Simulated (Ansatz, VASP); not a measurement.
Ge in VASP and in Ansatz

```xyz
4
Lattice="5.3805 0.0000 0.0000 -2.6903 4.6597 0.0000 0.0000 0.0000 26.1575" Properties=species:S:1:pos:R:3 pbc="T T T"
Ge    2.6903    0.0000    7.3250
Ge   -1.3451    2.3298    7.3250
Ge    1.3451    2.3298    7.3250
Ge    0.0000    0.0000    8.3566
```

Alike in both runs: functional PBE; k mesh 12 × 12 × 1; occupations gaussian, width 0.1 eV; no spin polarisation.

Ansatz relaxed the structure, and its values are those at the end. VASP's run is a single point on that final structure, the one shown.

|  | VASP | Ansatz |
| --- | --- | --- |
| version | VASP 6.6.1 | Ansatz 0.2.0 |
| potentials or method | VASP PAW PBE potentials, release 64 (Ge_d), cutoff 520 eV | scalar-relativistic, plane waves, PAW |
| valence electrons in the cell | 56 | 56 |

```tsv
	VASP	Ansatz	Ansatz less VASP
gap on the k mesh at the Fermi level (eV)	none	none	-
rms of the force components (eV/Å)	0.003	0.001	-0.0027
```

A gap of «none» marks a metal or a gap that the smearing closes. Ansatz's warnings: slab cell height set.
